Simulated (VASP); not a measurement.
# Al11Si5C5N11 (P1) in VASP: single point with PBEsol

Aim: the single point of Al11Si5C5N11 with PBEsol.

All numbers are computed with VASP 6.6.1; they aren't measurements. Logs are shortened: lines on timing, memory, paths and dates and some standing lists are left out, and cuts for length are marked.

**1. The cell of the first run**

The typed cell holds 96 atoms: a = 9.407 Å, b = 10.920 Å, c = 9.996 Å, α = 90.00°, β = 90.00°, γ = 90.00°.

**2. Single point, PBEsol**

Input file INCAR:

```
  PREC = Accurate
  ENCUT = 520
  EDIFF = 1E-6
  ISMEAR = -1
  SIGMA = 0.05
  LREAL = Auto
  LASPH = True
  NELM = 60
  ALGO = Normal
  ISIF = 2
  LWAVE = False
  LCHARG = False
  GGA = PS
  ISYM = 0
  NBANDS = 246
```

Input file KPOINTS:

```
Automatic mesh
0
Gamma
  1 1 1
  0.25 0.25 0.25
```

Input file POSCAR:

```
Al11Si5C5N11
1.0
    9.4065479353      0.0000000000      0.0000000000
    0.0000000000     10.9198940056      0.0000000000
    0.0000000000      0.0000000000      9.9955534090
Si Al N C
15 33 33 15
Direct
    0.1650400000      0.0787170000      0.2530030000
    0.0023460000      0.3314570000      0.2459770000
    0.9995670000      0.3280200000      0.7490990000
    0.5012970000      0.0790430000      0.2533670000
    0.3345430000      0.3307030000      0.2454630000
    0.3353110000      0.3251830000      0.7505710000
    0.6633880000      0.3296530000      0.2455630000
    0.6656420000      0.3227670000      0.7509900000
    0.8315660000      0.6039760000      0.7614650000
    0.0019490000      0.1683830000      0.0041540000
    0.3326710000      0.1688270000      0.0035870000
    0.1681760000      0.4213230000      0.9988840000
    0.6653020000      0.1672490000      0.0041020000
    0.5005540000      0.4258340000      0.9979300000
    0.8307720000      0.4182830000      0.9976150000
    0.1666720000      0.0818570000      0.7531430000
    0.4996070000      0.0783620000      0.7527680000
    0.1671080000      0.5994260000      0.2605080000
    0.1683740000      0.5898050000      0.7538770000
    0.9988400000      0.8306360000      0.2539710000
    0.9987410000      0.8372100000      0.7320430000
    0.8336480000      0.0780080000      0.2501340000
    0.8337360000      0.0819860000      0.7521700000
    0.4978240000      0.6000060000      0.2707550000
    0.4997290000      0.5899600000      0.7333100000
    0.3314100000      0.8351010000      0.2525500000
    0.3319240000      0.8385240000      0.7463910000
    0.8333810000      0.6005710000      0.2568620000
    0.6687390000      0.8323420000      0.2525340000
    0.6690920000      0.8413420000      0.7442650000
    0.9993160000      0.1671470000      0.4968600000
    0.3332920000      0.1670520000      0.4973100000
    0.1688540000      0.4180390000      0.4943890000
    0.9981080000      0.6625150000      0.4992470000
    0.9986090000      0.6700330000      0.9960930000
    0.6679550000      0.1671740000      0.4981340000
    0.5004000000      0.4148460000      0.4934210000
    0.3280880000      0.6700090000      0.4990280000
    0.3367230000      0.6692530000      0.0033050000
    0.1669890000      0.9144800000      0.4932400000
    0.1634990000      0.9006570000      0.0061960000
    0.8316170000      0.4170970000      0.4945190000
    0.6736580000      0.6675340000      0.4958330000
    0.6600230000      0.6686900000      0.0029870000
    0.5004770000      0.9133190000      0.4910540000
    0.5013150000      0.9002420000      0.0098790000
    0.8340240000      0.9170260000      0.4890750000
    0.8352470000      0.9079980000      0.0053270000
    0.0141930000      0.1777270000      0.1874810000
    0.0046480000      0.1770370000      0.6909900000
    0.3336670000      0.1736160000      0.1874490000
    0.3336280000      0.1741190000      0.6924900000
    0.1700770000      0.3920450000      0.1770980000
    0.1707780000      0.3963290000      0.6939280000
    0.6528550000      0.1757160000      0.1872250000
    0.6623100000      0.1726250000      0.6920270000
    0.4978610000      0.3893620000      0.1768820000
    0.5002030000      0.3898300000      0.6931170000
    0.3281490000      0.6691440000      0.6889300000
    0.1711910000      0.9307260000      0.6813090000
    0.8327010000      0.3818710000      0.1750310000
    0.8300990000      0.3870450000      0.6898340000
    0.6781240000      0.6636120000      0.6892520000
    0.4992520000      0.9256630000      0.6793850000
    0.8298100000      0.9301020000      0.6790640000
    0.1679040000      0.0972630000      0.4295920000
    0.1690500000      0.1151830000      0.9440020000
    0.0014210000      0.3342270000      0.4223490000
    0.0056940000      0.3341450000      0.9389180000
    0.4998360000      0.0953000000      0.4311410000
    0.4963800000      0.1146760000      0.9440480000
    0.3322050000      0.3300140000      0.4213210000
    0.3300720000      0.3304140000      0.9400350000
    0.1659710000      0.5752790000      0.4472060000
    0.1699670000      0.5639210000      0.9402500000
    0.8329430000      0.0970060000      0.4388110000
    0.6669100000      0.3304330000      0.4211300000
    0.6633170000      0.3296110000      0.9396930000
    0.3341110000      0.8365320000      0.4458670000
    0.8342950000      0.5733520000      0.4423400000
    0.6658550000      0.8343520000      0.4482530000
    0.0018100000      0.6565100000      0.1865770000
    0.9925880000      0.6515800000      0.6927110000
    0.3335040000      0.6642790000      0.1956220000
    0.1661780000      0.9318700000      0.1967740000
    0.6629620000      0.6602210000      0.1957560000
    0.4998460000      0.9305940000      0.2018560000
    0.8337100000      0.9197810000      0.1977040000
    0.0014900000      0.8298390000      0.4504780000
    0.0003360000      0.8364180000      0.9248570000
    0.8343510000      0.1087020000      0.9479910000
    0.4995960000      0.5795030000      0.4647890000
    0.4951990000      0.5688160000      0.9284040000
    0.3331000000      0.8376260000      0.9355670000
    0.8288360000      0.5659050000      0.9355590000
    0.6666920000      0.8363030000      0.9325390000
```

Potentials or basis: VASP PAW PBE potentials, release 64 (Si, Al, N, C).

The run is started by

```console
$ cat potpaw_PBE.64/Si/POTCAR potpaw_PBE.64/Al/POTCAR potpaw_PBE.64/N/POTCAR potpaw_PBE.64/C/POTCAR > POTCAR
$ mpirun -np 1 vasp_std > vasp.out
```

OUTCAR:

```text
PREC = Accurate
   ENCUT = 520
   EDIFF = 1E-6
   ISMEAR = -1
   LREAL = Auto
   LASPH = True
   NELM = 60
   ISIF = 2
   GGA = PS
   ISYM = 0

 ion  position               nearest neighbor table
   1  0.165  0.079  0.253-  85 1.70  66 1.78  49 1.90  51 2.00  40 3.00  31 3.05  32 3.07  10 3.08
                            26 3.09  11 3.11  22 3.12  20 3.13  41 3.14
   2  0.002  0.331  0.246-  68 1.76  49 1.78  61 1.83  53 1.84  10 3.00  12 3.08  31 3.08  33 3.08
                            42 3.10  15 3.11   5 3.12  22 3.19
   3  1.000  0.328  0.749-  50 1.75  62 1.82  54 1.86  69 1.90  31 3.07  10 3.09  23 3.11  15 3.11
                            16 3.11  12 3.13   8 3.14  42 3.15  33 3.16
   4  0.501  0.079  0.253-  87 1.70  70 1.79  55 1.89  51 2.00  45 2.99  32 3.06  36 3.06  13 3.08
                            26 3.11  11 3.12  46 3.12  29 3.12  22 3.13   7 3.13
   5  0.335  0.331  0.245-  72 1.76  57 1.80  51 1.81  53 1.82  11 3.00  37 3.07  12 3.08  33 3.09
                            32 3.09   7 3.09  14 3.10   2 3.12
   6  0.335  0.325  0.751-  52 1.75  58 1.80  54 1.82  73 1.90  11 3.05  32 3.06  16 3.09  17 3.11
                             8 3.11  12 3.12  14 3.12  37 3.16  33 3.17
   7  0.663  0.330  0.246-  77 1.76  55 1.78  57 1.82  61 1.83  13 3.00  37 3.06  36 3.09  15 3.09
                             5 3.09  14 3.09  42 3.10   4 3.13  22 3.18
   8  0.666  0.323  0.751-  56 1.74  62 1.81  58 1.81  78 1.89  36 3.05  13 3.05  23 3.07  17 3.09
                            15 3.09   6 3.11  14 3.13   3 3.14  37 3.17  42 3.17
   9  0.832  0.604  0.761-  63 1.74  83 1.74  95 1.79  35 2.91  44 2.99  21 3.01  30 3.01  15 3.11
[... 17 lines left out ...]
  18  0.167  0.599  0.261-  82 1.83  84 1.84  74 1.88  53 2.41  38 2.93  34 2.95  20 2.98  26 3.00
                            33 3.06  24 3.11  39 3.12  28 3.14  35 3.18
  19  0.168  0.590  0.754-  59 1.85  75 1.88  83 1.89  54 2.20  35 3.03  12 3.06  39 3.08  38 3.08
                            34 3.11  27 3.12  25 3.12  21 3.15   9 3.17  33 3.20
  20  0.999  0.831  0.254-  88 1.92  89 1.96  85 2.01  82 2.02  28 2.96  47 2.97  18 2.98  40 3.01
                            41 3.02  48 3.04  34 3.06  29 3.11  22 3.12  35 3.12   1 3.13  26 3.13
  21  0.999  0.837  0.732-  90 1.93  65 1.96  60 1.98  83 2.07  40 2.99   9 3.01  34 3.01  47 3.01
                            23 3.10  30 3.10  16 3.11  27 3.14  19 3.15  35 3.21  41 3.22  48 3.23
  22  0.834  0.078  0.250-  88 1.81  76 1.90  55 2.10  49 2.11  47 2.97  48 3.07  31 3.08  13 3.08
                            36 3.09  10 3.09  29 3.10  20 3.12   1 3.12   4 3.13   7 3.18   2 3.19
  23  0.834  0.082  0.752-  65 1.81  91 1.98  56 1.99  50 2.01  30 3.05   8 3.07  21 3.10   3 3.11
                            13 3.12  10 3.12  36 3.12  31 3.13  16 3.13  17 3.14  48 3.16  47 3.19
  24  0.498  0.600  0.271-  86 1.85  84 1.86  92 1.95  57 2.48  38 2.89  43 2.89  37 3.01  29 3.01
                            26 3.01  18 3.11  28 3.16  39 3.16  44 3.17
  25  0.500  0.590  0.733-  59 1.88  63 1.91  93 1.96  58 2.22  92 2.69  38 2.98  43 3.00  37 3.07
                            19 3.12   9 3.14  27 3.14  30 3.18  14 3.20  44 3.21  39 3.22
  26  0.331  0.835  0.253-  79 1.93  84 1.95  85 1.96  87 1.96  40 2.99  45 2.99  46 2.99  18 3.00
                            41 3.01  24 3.01  38 3.05  39 3.08   1 3.09   4 3.11  20 3.13  29 3.17
  27  0.332  0.839  0.746-  94 1.89  60 1.93  59 1.94  64 1.96  17 3.06  16 3.08  40 3.08  38 3.08
                            45 3.11  41 3.12  19 3.12  21 3.14  25 3.14  46 3.15  39 3.16  30 3.17
  28  0.833  0.601  0.257-  86 1.83  82 1.84  80 1.88  61 2.52  43 2.92  34 2.95  20 2.96  29 2.97
                            44 3.11  42 3.11  35 3.13  18 3.14  24 3.16
  29  0.669  0.832  0.253-  88 1.90  81 1.96  86 1.96  87 1.98  28 2.97  47 2.98  46 2.99  45 3.00
                            24 3.01  43 3.03  48 3.04  44 3.07  22 3.10  20 3.11   4 3.12  26 3.17
  30  0.669  0.841  0.744-  96 1.88  65 1.91  64 1.95  63 2.02   9 3.01  17 3.04  23 3.05  45 3.09
                            47 3.10  21 3.10  43 3.13  48 3.13  46 3.15  27 3.17  25 3.18  44 3.20
  31  0.999  0.167  0.497-  76 1.84  66 1.88  50 1.94  68 1.97   1 3.05   3 3.07  22 3.08   2 3.08
                            36 3.12  23 3.13  32 3.14  47 3.14  16 3.15  42 3.15  33 3.17  40 3.18
  32  0.333  0.167  0.497-  66 1.86  70 1.87  72 1.93  52 1.95   4 3.06   6 3.06   1 3.07   5 3.09
                            37 3.13  16 3.14  31 3.14  33 3.15  17 3.15  36 3.15  40 3.17  45 3.19
  33  0.169  0.418  0.494-  74 1.78  72 1.95  68 1.96  54 2.01  18 3.06   2 3.08   5 3.09  34 3.12
[... 348 lines left out ...]
   IBRION =     -1    ionic relax: 0-MD 1-quasi-New 2-CG
   NFREE  =      0    steps in history (QN), initial steepest desc. (CG)
   ISIF   =      2    stress and relaxation
   ISYM   =      0    0-nonsym 1-usesym 2-fastsym
   POTIM  = 0.5000    time-step for ionic-motion
   TEBEG  =    0.0;   TEEND  =   0.0 temperature during run
   PSTRESS=    0.0 pullay stress
   NELECT =     384.0000    total number of electrons
   NUPDOWN=      -1.0000    fix difference up-down
   EMIN   =  10.00;   EMAX   =-10.00  energy-range for DOS
   EFERMI =   0.00;   METHOD = LEGACY
   ISMEAR =    -1;   SIGMA  =   0.05  broadening in eV -4-tet -1-fermi 0-gaus
   EFERMI_NEDOS =   21; number of points for ismear=-14 and -15
   IALGO  =     38    algorithm
   IMIX   =      4    mixing-type and parameters
     AMIX     =   0.40;   BMIX     =  1.00
     AMIX_MAG =   1.60;   BMIX_MAG =  1.00
  volume/ion in A,a.u.               =      10.70        72.17
  Fermi-wavevector in a.u.,A,eV,Ry     =   1.179506  2.228943 18.928885  1.391234
  Thomas-Fermi vector in A             =   2.315815
   LORBIT       =      0    0 simple, 1 ext, 2 COOP (PROOUT), +10 PAW based schemes
   GGA     = PS    functional components
   LHFCALC =     F    Hartree Fock is set to
   AEXX    =    0.0000 exact exchange contribution
   IVDW    =     0    specifies the selected vdW correction
   LEPSILON=     F    determine dielectric tensor
   LRPA    =     F    only Hartree local field effects (RPA)
 non-spin polarized calculation
  energy-cutoff  :      520.00
  volume of cell :     1026.73
 maximum number of plane-waves:     27638
 NGX is ok and might be reduce to    70
   NGX = 35   NGY = 41   NGZ = 37

 number of electron     384.0000009 magnetization

 Free energy of the ion-electron system (eV)
  ---------------------------------------------------
  ext. energy  EPLUGINS =         0.00000000
  ---------------------------------------------------
  free energy    TOTEN  =      -720.07951199 eV

  energy without entropy =     -720.06980468  energy(sigma->0) =     -720.07465833

 E-fermi :   8.9532     XC(G=0): -11.1271

 val. band max:        8.7156880344   @ k =   0.2500  -0.2500  -0.2500
 cond. band min:       9.1848918029   @ k =  -0.2500  -0.2500   0.2500
 fundamental gap:      0.4692037685
 Fermi energy:         8.9531917286

 k-point     1 :       0.2500    0.2500    0.2500
  band No.  band energies     occupation
      1     -11.6970      2.00000
      2     -11.1111      2.00000
      3     -10.8179      2.00000
      4     -10.3206      2.00000
      5     -10.3012      2.00000
      6      -9.9512      2.00000
[... 817 lines left out ...]
    203      10.5744      0.00000
    204      10.7191      0.00000
 [bands above 204 left out]

------------------------ aborting loop because EDIFF is reached ----------------------------------------

  FORCE on cell =-STRESS in cart. coord.  units (eV):
  Direction    XX          YY          ZZ          XY          YZ          ZX
  --------------------------------------------------------------------------------------
  -------------------------------------------------------------------------------------
  Total        0.7282587      1.2530677      0.8658777      0.2253313      8.9225846     -0.6349730
  in kB        1.1364248      1.9553728      1.3511749      0.3516224     13.9234133     -0.9908555
  external PRESSURE =       1.4809908 kB  Pullay stress =       0.0000000 kB

 VOLUME and BASIS-vectors are now :
 -----------------------------------------------------------------------------
  energy-cutoff  :      520.00
  volume of cell :     1026.73
      direct lattice vectors                 reciprocal lattice vectors
     9.406547935  0.000000000  0.000000000     0.106308925  0.000000000  0.000000000
     0.000000000 10.919894006  0.000000000     0.000000000  0.091575980  0.000000000
     0.000000000  0.000000000  9.995553409     0.000000000  0.000000000  0.100044486

 POSITION                                       TOTAL-FORCE (eV/Angst)
 -----------------------------------------------------------------------------------
      1.55246      0.85958      2.52890         0.002014      0.033106      0.002145
      0.02207      3.61948      2.45868        -0.001069      0.038148      0.008103
      9.40247      3.58194      7.48766        -0.002980      0.013599     -0.016904
      4.71547      0.86314      2.53254         0.013331      0.051227      0.009064
      3.14689      3.61124      2.45354         0.008041      0.021187      0.003306
      3.15412      3.55096      7.50237         0.004115      0.020646      0.014813
[... 88 lines left out ...]
      7.79649      6.17962      9.35143         0.003281      0.025799      0.009605
      6.27127      9.13234      9.32124        -0.004120      0.011162      0.014753
 -----------------------------------------------------------------------------------
    total drift:                               -0.000378     -0.009321      0.001176

  FREE ENERGIE OF THE ION-ELECTRON SYSTEM (eV)
  ---------------------------------------------------
  free  energy   TOTEN  =      -720.0795119929 eV

  energy  without entropy=     -720.0698046750  energy(sigma->0) =     -720.07465833
```

Wall time 34 min (1 thread of Intel Xeon Platinum 8259CL at 2.50GHz (Skylake/Cascade Lake), shared host); peak memory 1.3 GiB.

Results:

| Quantity | Value |
| --- | --- |
| Free energy | -720.0795 eV |
| Pressure | 0.1 GPa |
| Largest force | 0.085 eV/Å |
| Band gap on the k mesh | 0.47 eV, indirect (the least direct gap lies 0.6 meV higher) |

Forces in eV/Å, atoms in the order of the input:
```
Si   0.002  0.033  0.002
Si  -0.001  0.038  0.008
Si  -0.003  0.014 -0.017
Si   0.013  0.051  0.009
Si   0.008  0.021  0.003
Si   0.004  0.021  0.015
Si   0.021  0.024  0.005
Si  -0.002  0.023  0.009
Si   0.002  0.004 -0.006
Si   0.005 -0.018  0.011
Si  -0.012 -0.007 -0.002
Si  -0.010 -0.040  0.037
Si  -0.021 -0.006 -0.003
Si   0.002 -0.044  0.021
Si  -0.002 -0.011  0.019
Al   0.001  0.022  0.014
Al  -0.002  0.016  0.006
Al   0.005 -0.016  0.032
Al   0.019 -0.003  0.002
Al   0.048 -0.003  0.026
Al  -0.001  0.001 -0.053
Al   0.011  0.048  0.018
Al   0.000  0.018 -0.007
Al   0.009 -0.008  0.013
Al   0.001 -0.005 -0.025
Al  -0.001 -0.002  0.013
Al  -0.003 -0.002 -0.046
Al   0.010 -0.010  0.026
Al   0.018 -0.011  0.015
Al  -0.001 -0.005 -0.058
Al   0.010  0.000  0.004
Al  -0.003  0.000  0.010
Al  -0.012 -0.034  0.011
Al   0.003  0.001  0.006
Al   0.000 -0.026 -0.015
Al  -0.007  0.000  0.004
Al   0.002 -0.035  0.012
Al  -0.020  0.010  0.001
Al  -0.013 -0.017 -0.009
Al  -0.003  0.010 -0.001
Al  -0.010  0.024  0.036
Al   0.003 -0.030  0.010
Al   0.015  0.003  0.002
Al  -0.007 -0.026  0.004
Al  -0.001  0.013  0.010
Al  -0.020  0.019  0.027
Al  -0.001  0.006  0.010
Al  -0.005  0.018  0.020
N   -0.003 -0.004  0.001
N   -0.003 -0.036  0.004
N   -0.011 -0.007  0.009
N   -0.003 -0.033 -0.012
N    0.007  0.000 -0.011
N   -0.008  0.019  0.001
N    0.000 -0.036  0.002
N   -0.006 -0.042 -0.016
N   -0.006 -0.002 -0.013
N    0.006  0.017 -0.016
N    0.007  0.008  0.000
N    0.009 -0.026  0.009
N   -0.022 -0.008  0.004
N    0.009  0.010  0.008
N   -0.015  0.023 -0.016
N    0.000 -0.021  0.008
N   -0.002 -0.026  0.001
N   -0.007 -0.003  0.020
N   -0.010 -0.019 -0.024
N    0.001  0.005  0.035
N    0.000  0.014 -0.007
N   -0.003 -0.004  0.015
N    0.011 -0.017 -0.028
N    0.006  0.007  0.039
N    0.016 -0.014  0.000
N    0.007  0.042 -0.019
N    0.006  0.079 -0.031
N    0.001 -0.013 -0.006
N    0.001  0.003  0.038
N    0.007 -0.014  0.006
N    0.002 -0.011 -0.005
N   -0.002  0.032 -0.019
N   -0.001  0.009 -0.013
C   -0.026  0.012 -0.023
C    0.017  0.008 -0.021
C    0.000  0.006 -0.015
C   -0.013 -0.059 -0.027
C   -0.008  0.008 -0.014
C    0.005 -0.044 -0.038
C   -0.020 -0.026 -0.041
C   -0.005 -0.006 -0.014
C   -0.013  0.007  0.022
C   -0.001 -0.029 -0.013
C    0.005  0.018 -0.018
C    0.005  0.060 -0.020
C    0.007 -0.007  0.004
C    0.003  0.026  0.010
C   -0.004  0.011  0.015
```

Stress tensor (GPa, compression positive):
```
 0.11  0.04 -0.10
 0.04  0.20  1.39
-0.10  1.39  0.14
```

Caveat: the k points lie up to 0.67 Å⁻¹ apart; the PAW data sets were made with another functional, which shifts forces and pressure a little. A k mesh can miss the band edges.
